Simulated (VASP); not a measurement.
BAs:

```
B As
1.0
     0.00000    2.30529    2.30529
     2.30529    0.00000    2.30529
     2.30529    2.30529    0.00000
B As
1 1
Cartesian
  0.0000 0.0000 0.0000
  2.3053 2.3053 2.3053
```

Base run:

| Property | Result |
| --- | --- |
| Program | VASP 6.6.1 |
| Functional | r2SCAN |
| Potentials or basis | VASP PAW PBE potentials, release 64 (B, As) |
| Cutoff | 550 eV |
| k mesh | 8 × 8 × 8 |
| Occupations | fermi-dirac, width 0.02 eV |
| Spin | no spin polarisation |

Its results: band gap on the k mesh zero (band 4 reaches 8.89 eV, above the bottom of band 5 at 3.57 eV); pressure 0.1 GPa.

Q: The run is repeated on the same cell with these changes: functional from r2SCAN to PBE; cutoff from 550 eV to 500 eV. What comes out?

A: Band gap on the k mesh zero (band 4 reaches 8.81 eV, above the bottom of band 5 at 3.90 eV); pressure 1.5 GPa.

Caveats: the PAW data sets were made with another functional, which shifts forces and pressure a little (some runs).
